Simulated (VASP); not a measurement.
# PtS2 (P6_3mc) in VASP: further runs

PtS2 is run at these levels: PBE; tasks: single point.

All numbers are computed with VASP 6.6.1; they aren't measurements. Logs are shortened: lines on timing, memory, paths and dates and some standing lists are left out, and cuts for length are marked.

## Step 1: The cell of the first run

The structure is hexagonal, space group P6_3mc (No. 186). Conventional cell: a = 3.503 Å, b = 3.503 Å, c = 10.873 Å, α = 90.00°, β = 90.00°, γ = 120.00°. Pt (site symmetry 3m) has 6 S at 2.45 to 2.46 Å within 3.2 Å. Within 3.2 Å of S (site symmetry 3m) lie 3 Pt at 2.45 Å and 1 S at 2.78 Å. Within 3.6 Å of S (site symmetry 3m) lie 3 Pt at 2.46 Å and 10 S at 2.78 to 3.50 Å.

The cell was built from a structure type or drawn by symmetry, and may not be a known phase.

## Step 2: Single point, PBE

INCAR

```
PREC = Accurate
ENCUT = 520
EDIFF = 1E-6
ISMEAR = 0
SIGMA = 0.1
LREAL = False
LASPH = True
NELM = 60
ALGO = Normal
ISIF = 2
LWAVE = False
LCHARG = False
GGA = PE
NBANDS = 31
```

KPOINTS

```
regular mesh
0
Gamma
  6 6 2
```

POSCAR

```
PtS2
1.0
    3.5032257602     -0.0000000026      0.0000000000
   -1.7516128779      3.0338825048      0.0000000000
    0.0000000000      0.0000000000     10.8728540833
Pt S
2 4
Direct
    0.3333333333      0.6666666667      0.7015290459
    0.6666666667      0.3333333333      0.2015290459
    0.3333333333      0.6666666667      0.0750206465
    0.6666666667      0.3333333333      0.5750206465
    0.3333333333      0.6666666667      0.3306407777
    0.6666666667      0.3333333333      0.8306407777
```

Potentials or basis: VASP PAW PBE potentials, release 64 (Pt, S).

The run is started by

```sh
$ cat potpaw_PBE.64/Pt/POTCAR potpaw_PBE.64/S/POTCAR > POTCAR
$ mpirun -np 1 vasp_std > vasp.out
```

OUTCAR:

```text
PREC = Accurate
   ENCUT = 520
   EDIFF = 1E-6
   ISMEAR = 0
   LREAL = False
   LASPH = True
   NELM = 60
   ISIF = 2
   GGA = PE

 ion  position               nearest neighbor table
   1  0.333  0.667  0.702-   4 2.45   4 2.45   4 2.45   6 2.46   6 2.46   6 2.46
   2  0.667  0.333  0.202-   3 2.45   3 2.45   3 2.45   5 2.46   5 2.46   5 2.46
   3  0.333  0.667  0.075-   2 2.45   2 2.45   2 2.45   5 2.78
   4  0.667  0.333  0.575-   1 2.45   1 2.45   1 2.45   6 2.78
   5  0.333  0.667  0.331-   2 2.46   2 2.46   2 2.46   3 2.78
   6  0.667  0.333  0.831-   1 2.46   1 2.46   1 2.46   4 2.78

  LATTYP: Found a hexagonal cell.
 ALAT       =     3.5032257602
 C/A-ratio  =     3.1036692544

  Lattice vectors:

 A1 = (   3.5032257602,  -0.0000000026,   0.0000000000)
 A2 = (  -1.7516128779,   3.0338825048,   0.0000000000)
 A3 = (   0.0000000000,   0.0000000000,  10.8728540833)

Analysis of symmetry for initial positions (statically):
=====================================================================
 Subroutine PRICEL returns:
 Original cell was already a primitive cell.

 Routine SETGRP: Setting up the symmetry group for a
 hexagonal supercell.

 Subroutine GETGRP returns: Found 12 space group operations
 (whereof  6 operations were pure point group operations)
 out of a pool of 24 trial point group operations.

The static configuration has the point symmetry C_3v.
 The point group associated with its full space group is C_6v.

Analysis of symmetry for dynamics (positions and initial velocities):
=====================================================================
 Subroutine PRICEL returns:
 Original cell was already a primitive cell.

 Routine SETGRP: Setting up the symmetry group for a
 hexagonal supercell.

 Subroutine GETGRP returns: Found 12 space group operations
 (whereof  6 operations were pure point group operations)
 out of a pool of 24 trial point group operations.

The dynamic configuration has the point symmetry C_3v.
 The point group associated with its full space group is C_6v.

 Subroutine INISYM returns: Found 12 space group operations
 (whereof  6 operations are pure point group operations),
 and found     1 'primitive' translations

----------------------------------------------------------------------------------------

                                     Primitive cell

  volume of cell :     115.5608

  direct lattice vectors                    reciprocal lattice vectors
     3.503225760 -0.000000003  0.000000000     0.285451201  0.164805327  0.000000000
    -1.751612878  3.033882505  0.000000000     0.000000000  0.329610655  0.000000000
     0.000000000  0.000000000 10.872854083     0.000000000  0.000000000  0.091972171

  length of vectors
     3.503225760  3.503225760 10.872854083     0.329610655  0.329610655  0.091972171

  position of ions in fractional coordinates (direct lattice)
     0.333333333  0.666666667  0.701529046
     0.666666667  0.333333333  0.201529046
     0.333333333  0.666666667  0.075020647
     0.666666667  0.333333333  0.575020647
     0.333333333  0.666666667  0.330640778
     0.666666667  0.333333333  0.830640778

  ion indices of the primitive-cell ions
   primitive index   ion index
                 1           1
                 2           2
                 3           3
                 4           4
                 5           5
                 6           6

----------------------------------------------------------------------------------------

 KPOINTS: regular mesh

Automatic generation of k-mesh.
 Grid dimensions read from file:
 generate k-points for:    6    6    2

 Generating k-lattice:

  Cartesian coordinates                     Fractional coordinates (reciprocal lattice)
     0.047575200  0.027467555  0.000000000     0.166666667 -0.000000000  0.000000000
     0.000000000  0.054935109  0.000000000    -0.000000000  0.166666667  0.000000000
     0.000000000  0.000000000  0.045986086     0.000000000  0.000000000  0.500000000

  Length of vectors
     0.054935109  0.054935109  0.045986086

  Shift w.r.t. Gamma in fractional coordinates (k-lattice)
     0.000000000  0.000000000  0.000000000

 Subroutine IBZKPT returns following result:
 ===========================================

 Found     14 irreducible k-points:

 Following reciprocal coordinates:
            Coordinates               Weight
  0.000000  0.000000  0.000000      1.000000
  0.166667 -0.000000  0.000000      6.000000
  0.333333 -0.000000  0.000000      6.000000
  0.500000  0.000000  0.000000      3.000000
  0.166667  0.166667  0.000000      6.000000
  0.333333  0.166667  0.000000     12.000000
  0.333333  0.333333  0.000000      2.000000
  0.000000  0.000000  0.500000      1.000000
  0.166667 -0.000000  0.500000      6.000000
  0.333333 -0.000000  0.500000      6.000000
  0.500000  0.000000  0.500000      3.000000
  0.166667  0.166667  0.500000      6.000000
  0.333333  0.166667  0.500000     12.000000
  0.333333  0.333333  0.500000      2.000000
   k-points           NKPTS =     14   k-points in BZ     NKDIM =     14   number of bands    NBANDS=     31
   number of dos      NEDOS =    301   number of ions     NIONS =      6
   total plane-waves  NPLWV =  65856
   dimension x,y,z NGX =    28 NGY =   28 NGZ =   84
   dimension x,y,z NGXF=    56 NGYF=   56 NGZF=  168
   ions per type =               2   4
   NGX,Y,Z   is equivalent  to a cutoff of  13.29, 13.29, 12.84 a.u.
   NGXF,Y,Z  is equivalent  to a cutoff of  26.57, 26.57, 25.69 a.u.
 SYSTEM =  unknown system
   PREC   = accura    normal or accurate (medium, high low for compatibility)
   ISTART =      0    job   : 0-new  1-cont  2-samecut
   ICHARG =      2    charge: 1-file 2-atom 10-const
   ISPIN  =      1    spin polarized calculation?
   LNONCOLLINEAR =      F non collinear calculations
   LSORBIT =      F    spin-orbit coupling
   LASPH  =      T    aspherical Exc in radial PAW
   ENCUT  =  520.0 eV  38.22 Ry    6.18 a.u.   6.51  6.51 20.22*2*pi/ulx,y,z
   NELM   =     60;   NELMIN=  2; NELMDL= -5     # of ELM steps
   EDIFF  = 0.1E-05   stopping-criterion for ELM
   LREAL  =      F    real-space projection
   EDIFFG = 0.1E-04   stopping-criterion for IOM
   NSW    =      0    number of steps for IOM
   IBRION =     -1    ionic relax: 0-MD 1-quasi-New 2-CG
   NFREE  =      0    steps in history (QN), initial steepest desc. (CG)
   ISIF   =      2    stress and relaxation
   ISYM   =      2    0-nonsym 1-usesym 2-fastsym
   POTIM  = 0.5000    time-step for ionic-motion
   TEBEG  =    0.0;   TEEND  =   0.0 temperature during run
   PSTRESS=    0.0 pullay stress
   NELECT =      44.0000    total number of electrons
   NUPDOWN=      -1.0000    fix difference up-down
   EMIN   =  10.00;   EMAX   =-10.00  energy-range for DOS
   EFERMI =   0.00;   METHOD = LEGACY
   ISMEAR =     0;   SIGMA  =   0.10  broadening in eV -4-tet -1-fermi 0-gaus
   EFERMI_NEDOS =   21; number of points for ismear=-14 and -15
   IALGO  =     38    algorithm
   IMIX   =      4    mixing-type and parameters
     AMIX     =   0.40;   BMIX     =  1.00
     AMIX_MAG =   1.60;   BMIX_MAG =  1.00
  volume/ion in A,a.u.               =      19.26       129.97
  Fermi-wavevector in a.u.,A,eV,Ry     =   1.186558  2.242269 19.155907  1.407919
  Thomas-Fermi vector in A             =   2.322728
   LORBIT       =      0    0 simple, 1 ext, 2 COOP (PROOUT), +10 PAW based schemes
   GGA     = PE    functional components
   LHFCALC =     F    Hartree Fock is set to
   AEXX    =    0.0000 exact exchange contribution
   IVDW    =     0    specifies the selected vdW correction
   LEPSILON=     F    determine dielectric tensor
   LRPA    =     F    only Hartree local field effects (RPA)
 non-spin polarized calculation
 Gauss-broadening in eV      SIGMA  =   0.10
  energy-cutoff  :      520.00
  volume of cell :      115.56
 maximum number of plane-waves:      3160
 NGX is ok and might be reduce to    28
   NGX = 13   NGY = 13   NGZ = 41

 number of electron      43.9999994 magnetization

 Free energy of the ion-electron system (eV)
  ---------------------------------------------------
  ext. energy  EPLUGINS =         0.00000000
  ---------------------------------------------------
  free energy    TOTEN  =       -27.49575296 eV

  energy without entropy =      -27.47201812  energy(sigma->0) =      -27.48388554

 E-fermi :   6.4306     XC(G=0): -10.4709

 val. band max:        6.3880389100   @ k =   0.1667  -0.0000   0.5000
 cond. band min:       6.4343160072   @ k =   0.3333   0.1667   0.0000
 fundamental gap:      0.0462770972
 Fermi energy:         6.4305954100

 k-point     1 :       0.0000    0.0000    0.0000
  band No.  band energies     occupation
      1      -8.9620      2.00000
      2      -8.5691      2.00000
      3      -7.2264      2.00000
      4      -6.4184      2.00000
      5      -0.9625      2.00000
      6       0.5203      2.00000
[... 23 lines left out ...]
     30      13.2784      0.00000
     31      14.1248      0.00000

 k-point     2 :       0.1667   -0.0000    0.0000
  band No.  band energies     occupation
      1      -8.6892      2.00000
      2      -8.3159      2.00000
      3      -7.0875      2.00000
      4      -6.3727      2.00000
      5      -0.6758      2.00000
      6       0.5544      2.00000
[... 23 lines left out ...]
     30      13.7285      0.00000
     31      13.7414      0.00000

 k-point     3 :       0.3333   -0.0000    0.0000
  band No.  band energies     occupation
      1      -8.0511      2.00000
      2      -7.7659      2.00000
      3      -6.7583      2.00000
      4      -6.3012      2.00000
      5      -0.5402      2.00000
      6      -0.0726      2.00000
[... 363 lines left out ...]
     30      12.9850      0.00000
     31      13.9899      0.00000

 k-point    14 :       0.3333    0.3333    0.5000
  band No.  band energies     occupation
      1      -7.4035      2.00000
      2      -7.4035      2.00000
      3      -6.3475      2.00000
      4      -6.3475      2.00000
      5      -0.0868      2.00000
      6      -0.0868      2.00000
[... 23 lines left out ...]
     30      11.8591      0.00000
     31      15.0063      0.00000

------------------------ aborting loop because EDIFF is reached ----------------------------------------

  FORCE on cell =-STRESS in cart. coord.  units (eV):
  Direction    XX          YY          ZZ          XY          YZ          ZX
  --------------------------------------------------------------------------------------
  -------------------------------------------------------------------------------------
  Total       -0.1158266     -0.1158266     -0.1041479      0.0000000      0.0000000      0.0000000
  in kB       -1.6058628     -1.6058628     -1.4439456      0.0000000      0.0000000      0.0000000
  external PRESSURE =      -1.5518904 kB  Pullay stress =       0.0000000 kB

 VOLUME and BASIS-vectors are now :
 -----------------------------------------------------------------------------
  energy-cutoff  :      520.00
  volume of cell :      115.56
      direct lattice vectors                 reciprocal lattice vectors
     3.503225760 -0.000000003  0.000000000     0.285451201  0.164805327  0.000000000
    -1.751612878  3.033882505  0.000000000     0.000000000  0.329610655  0.000000000
     0.000000000  0.000000000 10.872854083     0.000000000  0.000000000  0.091972171

 POSITION                                       TOTAL-FORCE (eV/Angst)
 -----------------------------------------------------------------------------------
      0.00000      2.02259      7.62762         0.000000     -0.000000      0.036950
      1.75161      1.01129      2.19120        -0.000000      0.000000      0.036950
      0.00000      2.02259      0.81569         0.000000      0.000000      0.020988
      1.75161      1.01129      6.25212        -0.000000     -0.000000      0.020988
      0.00000      2.02259      3.59501        -0.000000      0.000000     -0.057937
      1.75161      1.01129      9.03144         0.000000     -0.000000     -0.057937
 -----------------------------------------------------------------------------------
    total drift:                                0.000000     -0.000000     -0.000262

  FREE ENERGIE OF THE ION-ELECTRON SYSTEM (eV)
  ---------------------------------------------------
  free  energy   TOTEN  =       -27.4957529556 eV

  energy  without entropy=      -27.4720181225  energy(sigma->0) =      -27.48388554
```

Run time: 25 s. Hardware: 1 thread of Intel Xeon 6975P-C (Granite Rapids), shared host; peak memory 0.25 GiB.

Results:

| Quantity | Value |
| --- | --- |
| Free energy | -27.4958 eV |
| Pressure | -0.2 GPa |
| Largest force | 0.058 eV/Å |
| Band gap on the k mesh | zero (bands 22 and 23 overlap by 0.44 eV) |

Forces on the atoms (eV/Å):
```
Pt   0.000  0.000  0.037
Pt   0.000  0.000  0.037
S    0.000  0.000  0.021
S    0.000  0.000  0.021
S    0.000  0.000 -0.058
S    0.000  0.000 -0.058
```

Caveat: spin-orbit coupling is left out, which moves the levels of the heavy elements.

## Step 3: Single point, PBE

This run uses another cell than the first one, of 22.76 Å³/atom.

INCAR

```
PREC     = Accurate       # precision mode
ENCUT    = 520            # plane-wave cutoff, eV
EDIFF    = 1E-6           # SCF threshold, eV
ISMEAR   = 0              # smearing method
SIGMA    = 0.1            # smearing width, eV
LREAL    = F              # projectors in reciprocal space
LASPH    = T              # aspherical terms in the spheres
NELM     = 100            # most SCF steps
ALGO     = Normal         # electronic algorithm
ISIF     = 2              # what is computed and relaxed
LWAVE    = F              # write WAVECAR
LCHARG   = T              # write CHGCAR
GGA      = PE             # functional
LELF     = T              # ELF
LVHAR    = T            
NBANDS   = 31             # bands
```

KPOINTS is that of step 2.

POSCAR

```
PtS2
1.0
    3.9108626100      0.0000000000      0.0000000000
   -1.9554313000      3.3869063700      0.0000000000
    0.0000000000      0.0000000000     10.3080288100
Pt S
2 4
Direct
    0.3333333300      0.6666666700      0.6960402300
    0.6666666700      0.3333333300      0.1960402300
    0.3333333300      0.6666666700      0.0328146300
    0.6666666700      0.3333333300      0.5328146300
    0.3333333300      0.6666666700      0.3783356100
    0.6666666700      0.3333333300      0.8783356100
```

Potentials or basis: VASP PAW PBE potentials, release 64 (Pt, S).

The run is started by

```sh
$ cat potpaw_PBE.64/Pt/POTCAR potpaw_PBE.64/S/POTCAR > POTCAR
$ mpirun -np 1 vasp_std > vasp.out
```

It took 33 s on 1 thread of Intel Xeon 6975P-C (Granite Rapids), shared host; peak memory 0.27 GiB.

It converged, with:

| Item | Value |
| --- | --- |
| Free energy | -22.8024 eV |
| Pressure | -15.8 GPa |
| Largest force | 1.980 eV/Å |
| Band gap on the k mesh | zero (bands 22 and 23 overlap by 0.50 eV) |

Forces on the atoms (eV/Å):
```
Pt   0.000  0.000 -0.280
Pt   0.000  0.000 -0.280
S    0.000  0.000  1.980
S    0.000  0.000  1.980
S    0.000  0.000 -1.700
S    0.000  0.000 -1.700
```

Stress tensor (GPa, compression positive):
```
-16.74   0.00   0.00
  0.00 -16.74   0.00
  0.00   0.00 -14.00
```

Levels at points of the mesh, in eV from the Fermi level:
```
           k point  band 20  band 21  band 22  band 23  band 24  band 25
(0.00, 0.00, 0.00)    -0.88    -0.52    -0.52     0.30     0.30     0.67
(0.50, 0.00, 0.00)    -0.45    -0.40    -0.32     0.01     0.29     1.32
(0.00, 0.00, 0.50)    -0.69    -0.69    -0.69     0.49     0.49     0.49
(0.50, 0.00, 0.50)    -0.94    -0.36    -0.36     0.74     0.74     0.95
```

Caveat: the cell stands under tension; spin-orbit coupling is left out, which moves the levels of the heavy elements; forces of over 1 eV/Å act on the atoms, so gaps and moduli don't describe the material at rest.
